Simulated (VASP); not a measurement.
# TaN (P-6m2) in VASP: further runs

Runs on TaN. Level: PBEsol. Tasks: single point.

Everything below comes from runs of VASP 6.6.1. Logs are shortened: lines on timing, memory, paths and dates and some standing lists are left out, and cuts for length are marked.

## 1. The cell of the first run

The structure is hexagonal, space group P-6m2 (No. 187). The conventional cell has a = 2.924 Å, b = 2.924 Å, c = 2.871 Å, α = 90.00°, β = 90.00°, γ = 120.00°. Within 2.9 Å of Ta (site symmetry -6m2) lie 6 N at 2.22 Å and 2 Ta at 2.87 Å. Within 2.9 Å of N (site symmetry -6m2) lie 6 Ta at 2.22 Å and 2 N at 2.87 Å.

## 2. Single point, PBEsol

INCAR reads:

```
SYSTEM = TaN
PREC = Accurate ; ENCUT = 520
EDIFF = 1E-6 ; ISMEAR = 0
SIGMA = 0.1 ; LREAL = .FALSE.
LASPH = .TRUE. ; NELM = 60
ALGO = Normal ; ISIF = 2
LWAVE = .FALSE. ; LCHARG = .FALSE.
GGA = PS ; NBANDS = 15
```

KPOINTS reads:

```
Automatic mesh
0
G
  18 18 14
  0 0 0
```

POSCAR reads:

```
TaN
1.0
    2.9240351141      0.0000000000      0.0000000000
   -1.4620175570      2.5322886904      0.0000000000
    0.0000000000      0.0000000000      2.8707423432
Ta N
1 1
Direct
    0.3333333333      0.6666666667      0.5000000000
    0.0000000000      0.0000000000      0.0000000000
```

Potentials or basis: VASP PAW PBE potentials, release 64 (Ta_pv, N).

On the command line:

```sh
$ cat potpaw_PBE.64/Ta_pv/POTCAR potpaw_PBE.64/N/POTCAR > POTCAR
$ mpirun -np 1 vasp_std > vasp.out
```

OUTCAR:

```text
SYSTEM = TaN
   PREC = Accurate
   ENCUT = 520
   EDIFF = 1E-6
   ISMEAR = 0
   LREAL = .FALSE.
   LASPH = .TRUE.
   NELM = 60
   ISIF = 2
   GGA = PS

 ion  position               nearest neighbor table
   1  0.333  0.667  0.500-   2 2.22   2 2.22   2 2.22   2 2.22   2 2.22   2 2.22
   2  0.000  0.000  0.000-   1 2.22   1 2.22   1 2.22   1 2.22   1 2.22   1 2.22

  LATTYP: Found a hexagonal cell.
 ALAT       =     2.9240351141
 C/A-ratio  =     0.9817742370

  Lattice vectors:

 A1 = (   2.9240351141,   0.0000000000,   0.0000000000)
 A2 = (  -1.4620175570,   2.5322886904,   0.0000000000)
 A3 = (   0.0000000000,   0.0000000000,   2.8707423432)

Analysis of symmetry for initial positions (statically):
=====================================================================
 Subroutine PRICEL returns:
 Original cell was already a primitive cell.

 Routine SETGRP: Setting up the symmetry group for a
 hexagonal supercell.

 Subroutine GETGRP returns: Found 12 space group operations
 (whereof 12 operations were pure point group operations)
 out of a pool of 24 trial point group operations.

The static configuration has the point symmetry D_3h.

Analysis of symmetry for dynamics (positions and initial velocities):
=====================================================================
 Subroutine PRICEL returns:
 Original cell was already a primitive cell.

 Routine SETGRP: Setting up the symmetry group for a
 hexagonal supercell.

 Subroutine GETGRP returns: Found 12 space group operations
 (whereof 12 operations were pure point group operations)
 out of a pool of 24 trial point group operations.

The dynamic configuration has the point symmetry D_3h.

 Subroutine INISYM returns: Found 12 space group operations
 (whereof 12 operations are pure point group operations),
 and found     1 'primitive' translations

----------------------------------------------------------------------------------------

                                     Primitive cell

  volume of cell :      21.2564

  direct lattice vectors                    reciprocal lattice vectors
     2.924035114  0.000000000  0.000000000     0.341993157  0.197449841  0.000000000
    -1.462017557  2.532288690  0.000000000     0.000000000  0.394899683  0.000000000
     0.000000000  0.000000000  2.870742343     0.000000000  0.000000000  0.348341955

  length of vectors
     2.924035114  2.924035114  2.870742343     0.394899683  0.394899683  0.348341955

  position of ions in fractional coordinates (direct lattice)
     0.333333333  0.666666667  0.500000000
     0.000000000  0.000000000  0.000000000

  ion indices of the primitive-cell ions
   primitive index   ion index
                 1           1
                 2           2

----------------------------------------------------------------------------------------

 KPOINTS: Automatic mesh

Automatic generation of k-mesh.
 Grid dimensions read from file:
 generate k-points for:   18   18   14

 Generating k-lattice:

  Cartesian coordinates                     Fractional coordinates (reciprocal lattice)
     0.018999620  0.010969436  0.000000000     0.055555556 -0.000000000  0.000000000
     0.000000000  0.021938871  0.000000000     0.000000000  0.055555556  0.000000000
     0.000000000  0.000000000  0.024881568     0.000000000  0.000000000  0.071428571

  Length of vectors
     0.021938871  0.021938871  0.024881568

  Shift w.r.t. Gamma in fractional coordinates (k-lattice)
     0.000000000  0.000000000  0.000000000

 Subroutine IBZKPT returns following result:
 ===========================================

 Found    296 irreducible k-points:

 Following reciprocal coordinates:
            Coordinates               Weight
  0.000000  0.000000  0.000000      1.000000
  0.055556  0.000000  0.000000      6.000000
  0.111111  0.000000  0.000000      6.000000
  0.166667  0.000000  0.000000      6.000000
  0.222222  0.000000  0.000000      6.000000
  0.277778  0.000000  0.000000      6.000000
[... 16 lines left out ...]
  0.333333  0.111111  0.000000     12.000000
  0.388889  0.111111  0.000000     12.000000
 [... further k-points ...]
   k-points           NKPTS =    296   k-points in BZ     NKDIM =    296   number of bands    NBANDS=     15
   number of dos      NEDOS =    301   number of ions     NIONS =      2
   total plane-waves  NPLWV =  13824
   dimension x,y,z NGX =    24 NGY =   24 NGZ =   24
   dimension x,y,z NGXF=    48 NGYF=   48 NGZF=   48
   ions per type =               1   1
   NGX,Y,Z   is equivalent  to a cutoff of  13.65, 13.65, 13.90 a.u.
   NGXF,Y,Z  is equivalent  to a cutoff of  27.29, 27.29, 27.80 a.u.
 SYSTEM =  TaN
   PREC   = accura    normal or accurate (medium, high low for compatibility)
   ISTART =      0    job   : 0-new  1-cont  2-samecut
   ICHARG =      2    charge: 1-file 2-atom 10-const
   ISPIN  =      1    spin polarized calculation?
   LNONCOLLINEAR =      F non collinear calculations
   LSORBIT =      F    spin-orbit coupling
   LASPH  =      T    aspherical Exc in radial PAW
   ENCUT  =  520.0 eV  38.22 Ry    6.18 a.u.   5.44  5.44  5.34*2*pi/ulx,y,z
   NELM   =     60;   NELMIN=  2; NELMDL= -5     # of ELM steps
   EDIFF  = 0.1E-05   stopping-criterion for ELM
   LREAL  =      F    real-space projection
   EDIFFG = 0.1E-04   stopping-criterion for IOM
   NSW    =      0    number of steps for IOM
   IBRION =     -1    ionic relax: 0-MD 1-quasi-New 2-CG
   NFREE  =      0    steps in history (QN), initial steepest desc. (CG)
   ISIF   =      2    stress and relaxation
   ISYM   =      2    0-nonsym 1-usesym 2-fastsym
   POTIM  = 0.5000    time-step for ionic-motion
   TEBEG  =    0.0;   TEEND  =   0.0 temperature during run
   PSTRESS=    0.0 pullay stress
   NELECT =      16.0000    total number of electrons
   NUPDOWN=      -1.0000    fix difference up-down
   EMIN   =  10.00;   EMAX   =-10.00  energy-range for DOS
   EFERMI =   0.00;   METHOD = LEGACY
   ISMEAR =     0;   SIGMA  =   0.10  broadening in eV -4-tet -1-fermi 0-gaus
   EFERMI_NEDOS =   21; number of points for ismear=-14 and -15
   IALGO  =     38    algorithm
   IMIX   =      4    mixing-type and parameters
     AMIX     =   0.40;   BMIX     =  1.00
     AMIX_MAG =   1.60;   BMIX_MAG =  1.00
  volume/ion in A,a.u.               =      10.63        71.72
  Fermi-wavevector in a.u.,A,eV,Ry     =   1.489195  2.814170 30.173653  2.217701
  Thomas-Fermi vector in A             =   2.602134
   LORBIT       =      0    0 simple, 1 ext, 2 COOP (PROOUT), +10 PAW based schemes
   GGA     = PS    functional components
   LHFCALC =     F    Hartree Fock is set to
   AEXX    =    0.0000 exact exchange contribution
   IVDW    =     0    specifies the selected vdW correction
   LEPSILON=     F    determine dielectric tensor
   LRPA    =     F    only Hartree local field effects (RPA)
 non-spin polarized calculation
 Gauss-broadening in eV      SIGMA  =   0.10
  energy-cutoff  :      520.00
  volume of cell :       21.26
 maximum number of plane-waves:       599
 NGX is ok and might be reduce to    24
   NGX = 11   NGY = 11   NGZ = 11

 number of electron      16.0000000 magnetization

 Free energy of the ion-electron system (eV)
  ---------------------------------------------------
  ext. energy  EPLUGINS =         0.00000000
  ---------------------------------------------------
  free energy    TOTEN  =       -23.80564495 eV

  energy without entropy =      -23.80539284  energy(sigma->0) =      -23.80551889

 E-fermi :   8.2081     XC(G=0): -13.5808

 val. band max:        8.1667428734   @ k =   0.0000   0.0000   0.4286
 cond. band min:       8.2391907509   @ k =   0.0556   0.0000   0.5000
 fundamental gap:      0.0724478775
 Fermi energy:         8.2080882537

 k-point     1 :       0.0000    0.0000    0.0000
  band No.  band energies     occupation
      1     -26.5037      2.00000
      2     -26.2290      2.00000
      3     -26.2290      2.00000
      4      -9.6045      2.00000
      5       3.6168      2.00000
      6       3.6168      2.00000
      7       3.9447      2.00000
      8       5.3086      2.00000
      9      10.5604      0.00000
     10      11.8961      0.00000
     11      11.8961      0.00000
     12      12.2946      0.00000
     13      12.2946      0.00000
     14      21.3338      0.00000
     15      21.7369      0.00000

 k-point     2 :       0.0556    0.0000    0.0000
  band No.  band energies     occupation
      1     -26.4991      2.00000
      2     -26.2650      2.00000
      3     -26.2366      2.00000
      4      -9.5373      2.00000
      5       3.4032      2.00000
      6       3.6677      2.00000
      7       4.0500      2.00000
      8       5.2108      2.00000
      9      10.8070      0.00000
     10      11.7511      0.00000
     11      11.9049      0.00000
     12      12.2601      0.00000
     13      12.3859      0.00000
     14      21.3279      0.00000
     15      21.7311      0.00000

 k-point     3 :       0.1111    0.0000    0.0000
  band No.  band energies     occupation
      1     -26.4860      2.00000
      2     -26.3676      2.00000
      3     -26.2584      2.00000
      4      -9.3432      2.00000
      5       2.9023      2.00000
      6       3.8125      2.00000
      7       4.2939      2.00000
      8       4.9452      2.00000
      9      11.2837      0.00000
     10      11.5423      0.00000
     11      11.9406      0.00000
     12      12.1622      0.00000
     13      12.6233      0.00000
     14      21.3078      0.00000
     15      21.7172      0.00000
[... 343 lines left out ...]
 k-point    23 :       0.3333    0.1111    0.0000
  band No.  band energies     occupation
      1     -27.1798      2.00000
      2     -26.5236      2.00000
      3     -26.3633      2.00000
      4      -7.4252      2.00000
      5       0.2472      2.00000
      6       3.1707      2.00000
      7       4.0601      2.00000
      8       5.8632      2.00000
      9      10.6626      0.00000
     10      10.6981      0.00000
     11      13.1852      0.00000
     12      14.3065      0.00000
     13      16.0732      0.00000
     14      21.3795      0.00000
     15      21.7587      0.00000

 k-point    24 :       0.3889    0.1111    0.0000
  band No.  band energies     occupation
      1     -27.2559      2.00000
      2     -26.5509      2.00000
      3     -26.3507      2.00000
      4      -7.2071      2.00000
      5       0.0537      2.00000
      6       3.0297      2.00000
      7       3.9277      2.00000
      8       5.9195      2.00000
      9      10.5575      0.00000
     10      11.3627      0.00000
     11      12.8996      0.00000
     12      14.3855      0.00000
     13      16.9655      0.00000
     14      20.4958      0.00000
     15      21.6868      0.00000

 [... further k-points ...]
[... 5 lines left out ...]
  --------------------------------------------------------------------------------------
  -------------------------------------------------------------------------------------
  Total        0.1012243      0.1012243      0.1291322      0.0000000      0.0000000      0.0000000
  in kB        7.6296643      7.6296643      9.7331894      0.0000000      0.0000000      0.0000000
  external PRESSURE =       8.3308393 kB  Pullay stress =       0.0000000 kB

 VOLUME and BASIS-vectors are now :
 -----------------------------------------------------------------------------
  energy-cutoff  :      520.00
  volume of cell :       21.26
      direct lattice vectors                 reciprocal lattice vectors
     2.924035114  0.000000000  0.000000000     0.341993157  0.197449841  0.000000000
    -1.462017557  2.532288690  0.000000000     0.000000000  0.394899683  0.000000000
     0.000000000  0.000000000  2.870742343     0.000000000  0.000000000  0.348341955

 POSITION                                       TOTAL-FORCE (eV/Angst)
 -----------------------------------------------------------------------------------
     -0.00000      1.68819      1.43537        -0.000000     -0.000000      0.000000
      0.00000      0.00000      0.00000         0.000000      0.000000      0.000000
 -----------------------------------------------------------------------------------
    total drift:                                0.000000     -0.000000     -0.000000

  FREE ENERGIE OF THE ION-ELECTRON SYSTEM (eV)
  ---------------------------------------------------
  free  energy   TOTEN  =       -23.8056449518 eV

  energy  without entropy=      -23.8053928363  energy(sigma->0) =      -23.80551889
```

It took 3.9 min on 1 thread of AMD EPYC 7R13, shared host; peak memory 0.19 GiB.

Results:

| Property | Result |
| --- | --- |
| Free energy | -23.8056 eV |
| Pressure | 0.8 GPa |
| Band gap on the k mesh | zero (band 8 reaches 8.47 eV, above the bottom of band 9 at 8.13 eV) |

Caveat: the PAW data sets were made with another functional, which shifts forces and pressure a little; spin-orbit coupling is left out, which moves the levels of the heavy elements.

## 3. Single point, PBEsol

INCAR reads:

```
  PREC = Accurate
  ENCUT = 520
  EDIFF = 1E-6
  ISMEAR = 0
  SIGMA = 0.15
  LREAL = F
  LASPH = T
  NELM = 100
  ALGO = Normal
  ISIF = 2
  LWAVE = F
  LCHARG = F
  GGA = PS
  NBANDS = 15
```

KPOINTS reads:

```
Automatic mesh
0
Gamma
  21 21 18
```

POSCAR is that of step 2.

Potentials or basis: VASP PAW PBE potentials, release 64 (Ta_pv, N).

On the command line:

```sh
$ cat potpaw_PBE.64/Ta_pv/POTCAR potpaw_PBE.64/N/POTCAR > POTCAR
$ mpirun -np 1 vasp_std > vasp.out
```

Wall time 6.1 min (1 thread of AMD EPYC 7R13, shared host); peak memory 0.24 GiB.

The run converged. Its results:

```yaml
Free_energy: -23.8058 eV
Pressure: 0.8 GPa
Band_gap_on_the_k_mesh: zero (band 8 reaches 8.44 eV, above the bottom of band 9 at 8.13 eV)
```

Stress tensor (GPa, compression positive):
```
0.76 0.00 0.00
0.00 0.76 0.00
0.00 0.00 0.98
```

Levels at points of the mesh, in eV from the Fermi level:
| k point | band 4 | band 5 | band 6 | band 7 | band 8 | band 9 | band 10 | band 11 | band 12 | band 13 |
| --- | --- | --- | --- | --- | --- | --- | --- | --- | --- | --- |
| (0.00, 0.00, 0.00) | -17.81 | -4.59 | -4.59 | -4.26 | -2.90 | 2.35 | 3.69 | 3.69 | 4.09 | 4.09 |
| (0.00, 0.00, 0.50) | -15.04 | -9.44 | -3.76 | -3.76 | -0.08 | -0.08 | 2.50 | 3.37 | 3.37 | 8.29 |

Caveat: the PAW data sets were made with another functional, which shifts forces and pressure a little; spin-orbit coupling is left out, which moves the levels of the heavy elements.
